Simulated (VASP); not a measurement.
# H4CO (P2_12_12_1) in VASP: notebook, part 2 of 2

VASP 6.6.1.

## Step 3: Single point, PBE+D3(BJ)

This run uses another cell than the first one, of 8.43 Å³/atom.

Contents of INCAR:

```
ALGO = Normal
EDIFF = 1E-6
ENCUT = 520
GGA = PE
ISIF = 2
ISMEAR = 0
IVDW = 12
LASPH = True
LCHARG = True
LELF = True
LREAL = Auto
LVHAR = True
LWAVE = False
NBANDS = 46
NELM = 60
PREC = Accurate
SIGMA = 0.02
```

Contents of KPOINTS:

```
k-points
0
Gamma
  6 6 4
```

Contents of POSCAR:

```
H4CO
1.0
    4.4608738318      0.0000000000      0.0000000000
    0.0000000000      5.0353622484      0.0000000000
    0.0000000000      0.0000000000      9.0059669351
H C O
16 4 4
Direct
    0.5761229157      0.2407057118      0.4810472839
    0.9238770843      0.7592942882      0.9810472839
    0.4238770843      0.7407057118      0.0189527161
    0.0761229157      0.2592942882      0.5189527161
    0.9450329930      0.9292032188      0.2837129258
    0.5549670070      0.0707967812      0.7837129258
    0.0549670070      0.4292032188      0.2162870742
    0.4450329930      0.5707967812      0.7162870742
    0.7476927462      0.7940670650      0.4388987171
    0.7523072538      0.2059329350      0.9388987171
    0.2523072538      0.2940670650      0.0611012829
    0.2476927462      0.7059329350      0.5611012829
    0.5462965024      0.9359907138      0.2863139895
    0.9537034976      0.0640092862      0.7863139895
    0.4537034976      0.4359907138      0.2136860105
    0.0462965024      0.5640092862      0.7136860105
    0.7485165152      0.9539894303      0.3555647686
    0.7514834848      0.0460105697      0.8555647686
    0.2514834848      0.4539894303      0.1444352314
    0.2485165152      0.5460105697      0.6444352314
    0.7659070654      0.2109182787      0.4232610155
    0.7340929346      0.7890817213      0.9232610155
    0.2340929346      0.7109182787      0.0767389845
    0.2659070654      0.2890817213      0.5767389845
```

Potentials or basis: VASP PAW PBE potentials, release 64 (H, C, O).

Run with:

```sh
$ cat potpaw_PBE.64/H/POTCAR potpaw_PBE.64/C/POTCAR potpaw_PBE.64/O/POTCAR > POTCAR
$ mpirun -np 1 vasp_std > vasp.out
```

Run time: 20 min. Hardware: 1 thread of Oxide Virtual Turin-like, shared host; peak memory 0.43 GiB.

The run converged. Its results:

```
Free energy                : -123.4906 eV
Pressure                   : 0.1 GPa
Largest force              : 0.125 eV/Å
Band gap on the k mesh     : 5.51 eV (least direct gap 5.59 eV)
Dispersion energy per atom : -0.045 eV
```

Forces in eV/Å, atoms in the order of the input:
```
H   -0.066  0.037  0.053
H    0.066 -0.037  0.053
H    0.066  0.037 -0.053
H   -0.066 -0.037 -0.053
H    0.014 -0.005 -0.012
H   -0.014  0.005 -0.012
H   -0.014 -0.005  0.012
H    0.014  0.005  0.012
H    0.000 -0.018  0.012
H    0.000  0.018  0.012
H    0.000 -0.018 -0.012
H    0.000  0.018 -0.012
H   -0.017 -0.001 -0.011
H    0.017  0.001 -0.011
H    0.017 -0.001  0.011
H   -0.017  0.001  0.011
C    0.013 -0.109 -0.058
C   -0.013  0.109 -0.058
C   -0.013 -0.109  0.058
C    0.013  0.109  0.058
O    0.052  0.092  0.033
O   -0.052 -0.092  0.033
O   -0.052  0.092 -0.033
O    0.052 -0.092 -0.033
```

Stress tensor (GPa, compression positive):
```
-0.11  0.00  0.00
 0.00  0.29  0.00
 0.00  0.00  0.00
```

Levels at points of the mesh, in eV from the valence-band top:
| k point | band 24 | band 25 | band 26 | band 27 | band 28 | band 29 | band 30 | band 31 | band 32 | band 33 |
| --- | --- | --- | --- | --- | --- | --- | --- | --- | --- | --- |
| (0.00, 0.00, 0.00) | -1.10 | -0.95 | -0.44 | -0.14 | -0.11 | 5.82 | 6.05 | 7.10 | 7.18 | 7.89 |
| (0.50, 0.00, 0.00) | -1.98 | -0.53 | -0.53 | -0.10 | -0.10 | 7.23 | 7.23 | 8.10 | 8.10 | 8.40 |
| (0.00, 0.50, 0.00) | -1.04 | -0.48 | -0.48 | -0.13 | -0.13 | 5.58 | 5.58 | 7.12 | 7.12 | 7.63 |
| (0.50, 0.50, 0.00) | -2.01 | -0.29 | -0.29 | -0.09 | -0.09 | 7.07 | 7.07 | 7.21 | 7.21 | 7.85 |
| (0.00, 0.00, 0.50) | -1.34 | -0.61 | -0.61 | -0.15 | -0.15 | 5.97 | 5.97 | 7.16 | 7.16 | 8.37 |
| (0.50, 0.00, 0.50) | -2.05 | -0.46 | -0.46 | -0.14 | -0.14 | 7.62 | 7.62 | 7.65 | 7.65 | 8.51 |
| (0.00, 0.50, 0.50) | -1.05 | -0.46 | -0.46 | -0.16 | -0.16 | 5.97 | 5.97 | 6.35 | 6.35 | 8.27 |
| (0.50, 0.50, 0.50) | -2.03 | -0.19 | -0.19 | -0.19 | -0.19 | 7.18 | 7.18 | 7.18 | 7.18 | 8.20 |

## Step 4: Single point, PBE+D3(BJ)

This run uses another cell than the first one, of 8.45 Å³/atom.

Contents of INCAR:

```
SYSTEM = H4CO
  PREC = Accurate
  ENCUT = 520
  EDIFF = 1E-7
  ISMEAR = 0
  SIGMA = 0.01
  LREAL = Auto
  LASPH = .True.
  NELM = 60
  ALGO = Normal
  ISIF = 2
  LWAVE = .False.
  LCHARG = .True.
  GGA = PE
  IVDW = 12
  LELF = .True.
  LVHAR = .True.
  NBANDS = 46
```

Contents of KPOINTS:

```
Automatic mesh
0
Gamma
  6 6 4
  0 0 0
```

Contents of POSCAR:

```
H4CO
1.0
    4.4449346334      0.0000000000      0.0000000000
    0.0000000000      5.0264134524      0.0000000000
    0.0000000000      0.0000000000      9.0761262037
H C O
16 4 4
Direct
    0.5762620402      0.2409519903      0.4808896151
    0.9237379598      0.7590480097      0.9808896151
    0.4237379598      0.7409519903      0.0191103849
    0.0762620402      0.2590480097      0.5191103849
    0.9451587781      0.9304497490      0.2837279688
    0.5548412219      0.0695502510      0.7837279688
    0.0548412219      0.4304497490      0.2162720312
    0.4451587781      0.5695502510      0.7162720312
    0.7484485746      0.7939951302      0.4378070955
    0.7515514254      0.2060048698      0.9378070955
    0.2515514254      0.2939951302      0.0621929045
    0.2484485746      0.7060048698      0.5621929045
    0.5450371936      0.9368733559      0.2870152792
    0.9549628064      0.0631266441      0.7870152792
    0.4549628064      0.4368733559      0.2129847208
    0.0450371936      0.5631266441      0.7129847208
    0.7484450596      0.9547205262      0.3554207018
    0.7515549404      0.0452794738      0.8554207018
    0.2515549404      0.4547205262      0.1445792982
    0.2484450596      0.5452794738      0.6445792982
    0.7660807734      0.2117879241      0.4229494434
    0.7339192266      0.7882120759      0.9229494434
    0.2339192266      0.7117879241      0.0770505566
    0.2660807734      0.2882120759      0.5770505566
```

Potentials or basis: VASP PAW PBE potentials, release 64 (H, C, O).

Run with:

```sh
$ cat potpaw_PBE.64/H/POTCAR potpaw_PBE.64/C/POTCAR potpaw_PBE.64/O/POTCAR > POTCAR
$ mpirun -np 1 vasp_std > vasp.out
```

OUTCAR:

```text
SYSTEM = H4CO
   PREC = Accurate
   ENCUT = 520
   EDIFF = 1E-7
   ISMEAR = 0
   LREAL = Auto
   LASPH = .True.
   NELM = 60
   ISIF = 2
   GGA = PE
   IVDW = 12
 IVDW          = 12

 ion  position               nearest neighbor table
   1  0.576  0.241  0.481-  21 1.00
   2  0.924  0.759  0.981-  22 1.00
   3  0.424  0.741  0.019-  23 1.00
   4  0.076  0.259  0.519-  24 1.00
   5  0.945  0.930  0.284-  17 1.10
   6  0.555  0.070  0.784-  18 1.10
[... 8 lines left out ...]
  15  0.455  0.437  0.213-  19 1.10
  16  0.045  0.563  0.713-  20 1.10
  17  0.748  0.955  0.355-   5 1.10  13 1.10   9 1.10  21 1.43
  18  0.752  0.045  0.855-   6 1.10  14 1.10  10 1.10  22 1.43
  19  0.252  0.455  0.145-   7 1.10  15 1.10  11 1.10  23 1.43
  20  0.248  0.545  0.645-   8 1.10  16 1.10  12 1.10  24 1.43
  21  0.766  0.212  0.423-   1 1.00  17 1.43
  22  0.734  0.788  0.923-   2 1.00  18 1.43
  23  0.234  0.712  0.077-   3 1.00  19 1.43
  24  0.266  0.288  0.577-   4 1.00  20 1.43

  LATTYP: Found a simple orthorhombic cell.
 ALAT       =     4.4449346334
 B/A-ratio  =     1.1308183060
 C/A-ratio  =     2.0419031892
[... 233 lines left out ...]
 Fermi energy:        -2.1274403717

 k-point     1 :       0.0000    0.0000    0.0000
  band No.  band energies     occupation
      1     -21.8697      2.00000
      2     -21.8311      2.00000
      3     -21.0408      2.00000
      4     -21.0046      2.00000
      5     -13.0037      2.00000
      6     -12.8277      2.00000
[... 1021 lines left out ...]
     39       7.7824      0.00000
     40       7.7824      0.00000

 [... further k-points ...]

 [bands above 40 left out]

------------------------ aborting loop because EDIFF is reached ----------------------------------------

 Edisp (eV)   -1.07437

 E8    (eV) :    -0.2309

  FORCE on cell =-STRESS in cart. coord.  units (eV):
  Direction    XX          YY          ZZ          XY          YZ          ZX
  --------------------------------------------------------------------------------------
  -------------------------------------------------------------------------------------
  Total      -0.10894     0.35399    -0.01181     0.00000     0.00000     0.00000
  in kB      -0.86071     2.79687    -0.09333     0.00000     0.00000     0.00000
  external pressure =        0.61 kB  Pullay stress =        0.00 kB

 VOLUME and BASIS-vectors are now :
 -----------------------------------------------------------------------------
  energy-cutoff  :      520.00
  volume of cell :      202.78
      direct lattice vectors                 reciprocal lattice vectors
     4.444934633  0.000000000  0.000000000     0.224975187  0.000000000  0.000000000
     0.000000000  5.026413452  0.000000000     0.000000000  0.198949014  0.000000000
     0.000000000  0.000000000  9.076126204     0.000000000  0.000000000  0.110179164

 POSITION                                       TOTAL-FORCE (eV/Angst)
 -----------------------------------------------------------------------------------
      2.56145      1.21112      4.36461        -0.069381      0.038037      0.056843
      4.10595      3.81529      8.90268         0.069381     -0.038037      0.056843
      1.88349      3.72433      0.17345         0.069381      0.038037     -0.056843
      0.33898      1.30208      4.71151        -0.069381     -0.038037     -0.056843
      4.20117      4.67683      2.57515         0.013645     -0.004853     -0.012606
      2.46623      0.34959      7.11321        -0.013645      0.004853     -0.012606
[... 16 lines left out ...]
      1.03976      3.57774      0.69932        -0.054923      0.089950     -0.039728
      1.18271      1.44867      5.23738         0.054923     -0.089950     -0.039728
 -----------------------------------------------------------------------------------
    total drift:                                0.000000      0.000000     -0.000000

  FREE ENERGIE OF THE ION-ELECTRON SYSTEM (eV)
  ---------------------------------------------------
  free  energy   TOTEN  =      -123.4905041261 eV

  energy  without entropy=     -123.4905041261  energy(sigma->0) =     -123.49050413
```

It took 20 min on 1 thread of Oxide Virtual Turin-like, shared host; peak memory 0.43 GiB.

Results:

```
Free energy                : -123.4905 eV
Pressure                   : 0.1 GPa
Largest force              : 0.128 eV/Å
Band gap on the k mesh     : 5.52 eV (least direct gap 5.59 eV)
Dispersion energy per atom : -0.045 eV
```

Forces in eV/Å, atoms in the order of the input:
```
H   -0.069  0.038  0.057
H    0.069 -0.038  0.057
H    0.069  0.038 -0.057
H   -0.069 -0.038 -0.057
H    0.014 -0.005 -0.013
H   -0.014  0.005 -0.013
H   -0.014 -0.005  0.013
H    0.014  0.005  0.013
H    0.000 -0.016  0.013
H    0.000  0.016  0.013
H    0.000 -0.016 -0.013
H    0.000  0.016 -0.013
H   -0.016 -0.002 -0.011
H    0.016  0.002 -0.011
H    0.016 -0.002  0.011
H   -0.016  0.002  0.011
C    0.012 -0.112 -0.063
C   -0.012  0.112 -0.063
C   -0.012 -0.112  0.063
C    0.012  0.112  0.063
O    0.055  0.090  0.040
O   -0.055 -0.090  0.040
O   -0.055  0.090 -0.040
O    0.055 -0.090 -0.040
```

Stress tensor (GPa, compression positive):
```
-0.09  0.00  0.00
 0.00  0.28  0.00
 0.00  0.00 -0.01
```

Levels at points of the mesh, in eV from the valence-band top:
| k point | band 24 | band 25 | band 26 | band 27 | band 28 | band 29 | band 30 | band 31 | band 32 | band 33 |
| --- | --- | --- | --- | --- | --- | --- | --- | --- | --- | --- |
| (0.00, 0.00, 0.00) | -1.11 | -0.94 | -0.44 | -0.15 | -0.11 | 5.82 | 6.04 | 7.10 | 7.17 | 7.92 |
| (0.50, 0.00, 0.00) | -1.98 | -0.53 | -0.53 | -0.10 | -0.10 | 7.24 | 7.24 | 8.09 | 8.09 | 8.40 |
| (0.00, 0.50, 0.00) | -1.04 | -0.47 | -0.47 | -0.13 | -0.13 | 5.59 | 5.59 | 7.12 | 7.12 | 7.62 |
| (0.50, 0.50, 0.00) | -2.00 | -0.27 | -0.27 | -0.09 | -0.09 | 7.07 | 7.07 | 7.23 | 7.23 | 7.87 |
| (0.00, 0.00, 0.50) | -1.35 | -0.61 | -0.61 | -0.15 | -0.15 | 5.96 | 5.96 | 7.16 | 7.16 | 8.38 |
| (0.50, 0.00, 0.50) | -2.04 | -0.45 | -0.45 | -0.14 | -0.14 | 7.62 | 7.62 | 7.64 | 7.64 | 8.51 |
| (0.00, 0.50, 0.50) | -1.05 | -0.45 | -0.45 | -0.15 | -0.15 | 5.98 | 5.98 | 6.35 | 6.35 | 8.27 |
| (0.50, 0.50, 0.50) | -2.02 | -0.18 | -0.18 | -0.18 | -0.18 | 7.19 | 7.19 | 7.19 | 7.19 | 8.20 |

A k mesh can miss the band edges.

## Step 5: The runs side by side

| cell | k mesh | smearing | gap on the mesh (eV) | pressure (GPa) | largest force (eV/Å) |
| --- | --- | --- | --- | --- | --- |
| a = 4.538, b = 4.967, c = 8.913 Å, 24 atoms, atomic positions A | 4 × 4 × 2 | gaussian 0.1 eV | 5.60 | 0.0 | 0.15 |
| a = 4.461, b = 5.035, c = 9.006 Å, 24 atoms, atomic positions B | 6 × 6 × 4 | gaussian 0.02 eV | 5.51 | 0.1 | 0.12 |
| a = 4.445, b = 5.026, c = 9.076 Å, 24 atoms, atomic positions C | 6 × 6 × 4 | gaussian 0.01 eV | 5.52 | 0.1 | 0.13 |

Alike in all rows: task single point; level PBE+D3(BJ); potentials or basis VASP PAW PBE potentials, release 64 (H, C, O); no spin polarisation; cutoff (eV) 520.

Total energies depend on the potentials used, so only differences within one code and one set of settings carry meaning.
